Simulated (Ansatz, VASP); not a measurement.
# One calculation of BeTe, two programs

```xyz
2
Lattice="0.0000 2.8960 2.8960 2.8960 0.0000 2.8960 2.8960 2.8960 0.0000" Properties=species:S:1:pos:R:3 pbc="T T T"
Be    0.0000    0.0000    0.0000
Te    4.3441    4.3441    4.3441
```

Alike in both runs: task single point; functional PBE; k mesh 4 × 4 × 4; no spin polarisation.

|  | VASP | Ansatz |
| --- | --- | --- |
| version | VASP 6.6.1 | Ansatz 0.2.0 |
| potentials or method | VASP PAW PBE potentials, release 64 (Be, Te), cutoff 600 eV | scalar-relativistic, plane waves, PAW |
| occupations | methfessel-paxton of order 1, width 0.0680285 eV | cold |
| valence electrons in the cell | 8 | 18 |

VASP gave:

| Quantity | Value |
| --- | --- |
| gap on the k mesh at the Fermi level (eV) | 2.16 |
| least direct gap on the mesh (eV) | 3.23 |
| pressure (GPa) | -2.9 |

Q: Which values does Ansatz return?

A: gap on the k mesh at the Fermi level (eV): 2.17; least direct gap on the mesh (eV): 3.23; pressure (GPa): -3.0.

VASP's potentials hold 8 valence electrons a cell and Ansatz's 18, so a difference there can come from the potentials and not from the codes.

The k mesh is coarse, so the values compare programs but aren't converged. Neither program's run includes spin-orbit coupling.
